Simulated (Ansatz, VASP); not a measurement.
## Two plane-wave programs on CdS

The input POSCAR:

```
CdS
1.0
    4.1500000000      0.0000000000      0.0000000000
   -2.0750000000      3.5940054257      0.0000000000
    0.0000000000      0.0000000000      6.7370000000
Cd S
2 2
Direct
    0.3333333333      0.6666666667      0.0000000000
    0.6666666667      0.3333333333      0.5000000000
    0.3333333333      0.6666666667      0.3750000000
    0.6666666667      0.3333333333      0.8750000000
```

The input INCAR.step1:

```
SYSTEM = CdS
PREC     = Accurate       ! precision mode
ENCUT    = 520            ! plane-wave cutoff, eV
ISMEAR   = 0              ! smearing method
SIGMA    = 0.01           ! smearing width, eV
LREAL    = .FALSE.        ! projectors in reciprocal space
LASPH    = .TRUE.         ! aspherical terms in the spheres
NELM     = 60             ! most SCF steps
NBANDS   = 26             ! bands
GGA      = PE             ! functional
ALGO     = Normal         ! electronic algorithm
EDIFF    = 1E-4           ! SCF threshold, eV
LWAVE    = .TRUE.         ! write WAVECAR
LCHARG   = .FALSE.        ! write CHGCAR
```

File INCAR.step2:

```
SYSTEM = CdS
PREC     = Accurate       ! precision mode
ENCUT    = 520            ! plane-wave cutoff, eV
EDIFF    = 1E-7           ! SCF threshold, eV
ISMEAR   = 0              ! smearing method
SIGMA    = 0.01           ! smearing width, eV
LREAL    = .FALSE.        ! projectors in reciprocal space
LASPH    = .TRUE.         ! aspherical terms in the spheres
NELM     = 60             ! most SCF steps
ALGO     = Normal         ! electronic algorithm
ISIF     = 2              ! what is computed and relaxed
LWAVE    = .FALSE.        ! write WAVECAR
LCHARG   = .FALSE.        ! write CHGCAR
METAGGA  = R2SCAN         ! meta-GGA
LMIXTAU  = .TRUE.       
NBANDS   = 26             ! bands
ISTART   = 1
```

File KPOINTS:

```
Automatic mesh
0
G
  3 3 1
  0 0 0
```

Input for Ansatz:

```yaml
crystal:
  lattice:
    a: 4.15
    b: 4.15
    c: 6.737
    alpha: 90.0
    beta: 90.0
    gamma: 120.0
  atoms:
    - { symbol: Cd, position: [0.3333333333333333, 0.6666666666666666, 0.0] }
    - { symbol: Cd, position: [0.6666666666666666, 0.3333333333333333, 0.5] }
    - { symbol: S, position: [0.3333333333333333, 0.6666666666666666, 0.375] }
    - { symbol: S, position: [0.6666666666666666, 0.3333333333333333, 0.875] }
basis:
  ecutwfc: 612.25619053473
kpoints:
  mp_grid:
    grid: [3, 3, 1]
hamiltonian:
  xc: r2scan
  pseudopotentials:
    kind: paw
scf:
  occupations:
    method: fixed
output:
  forces: true
  stress: true
```

Alike in both runs: task single point; functional r2SCAN; k mesh 3 × 3 × 1; no spin polarisation.

|  | VASP | Ansatz |
| --- | --- | --- |
| version | VASP 6.6.1 | Ansatz 0.2.0 |
| potentials or method | VASP PAW PBE potentials, release 64 (Cd, S), cutoff 520 eV | plane waves, PAW |
| occupations | gaussian, width 0.01 eV | fixed |
| valence electrons in the cell | 36 | 52 |

|  | VASP | Ansatz | Ansatz less VASP |
| --- | --- | --- | --- |
| pressure (GPa) | 0.8 | 0.5 | -0.34 |
| traceless stress, the component that is largest in VASP (GPa) | -2.96 | -2.98 | -0.021 |
| rms of the force components (eV/Å) | 0.101 | 0.101 | +0.0003 |

VASP's potentials were made for PBE, not for r2SCAN. Atom by atom the forces differ by 0.000 eV/Å (rms over components). VASP's potentials hold 36 valence electrons a cell and Ansatz's 52, so a difference there can come from the potentials and not from the codes.

The k mesh is coarse, so the values compare programs but aren't converged.
